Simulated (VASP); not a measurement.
Input of a VASP 6.6.1 run:

The input INCAR:

```
ALGO     = Normal         # electronic algorithm
EDIFF    = 1E-6           # SCF threshold, eV
ENCUT    = 400            # plane-wave cutoff, eV
GGA      = PE             # functional
GGA_COMPAT= False        
ISIF     = 2              # what is computed and relaxed
ISMEAR   = -1             # smearing method
LASPH    = True           # aspherical terms in the spheres
LCHARG   = False          # write CHGCAR
LREAL    = False          # projectors in reciprocal space
LWAVE    = False          # write WAVECAR
NBANDS   = 20             # bands
NELM     = 120            # most SCF steps
PREC     = Accurate       # precision mode
SIGMA    = 0.1            # smearing width, eV
```

File KPOINTS:

```
k-points
0
Gamma
  2 2 2
```

POSCAR

```
Al
1.0
    0.0000000000      4.0496100000      4.0496100000
    4.0496100000      0.0000000000      4.0496100000
    4.0496100000      4.0496100000      0.0000000000
Al
7
Direct
   -0.0371997550      0.0383082568      0.2431748983
    0.0237715484      0.6252620623     -0.0764437810
    0.0126841844      0.4988537168      0.5023913414
    0.5032048765     -0.0134004262      0.0125867676
    0.3727728102     -0.0239972491      0.5717465386
    0.5549692440      0.4460572747     -0.0138744225
    0.5697970916      0.4289161178      0.5104187811
```

Potentials or basis: VASP PAW PBE potentials, release 64 (Al).

Launch:

```sh
$ cat potpaw_PBE.64/Al/POTCAR > POTCAR
$ mpirun -np 1 vasp_std > vasp.out
```

Q: Predict the largest force.

A: 0.056 eV/Å.

Q: Estimate the pressure.

A: 1.1 GPa.

Forces on the atoms (eV/Å):
```
Al  -0.050 -0.024 -0.009
Al   0.026 -0.005 -0.002
Al  -0.030  0.035 -0.007
Al  -0.011  0.031  0.006
Al   0.034 -0.012  0.011
Al   0.026  0.025 -0.005
Al   0.005 -0.049  0.006
```

Caveat: the k points lie up to 0.67 Å⁻¹ apart.
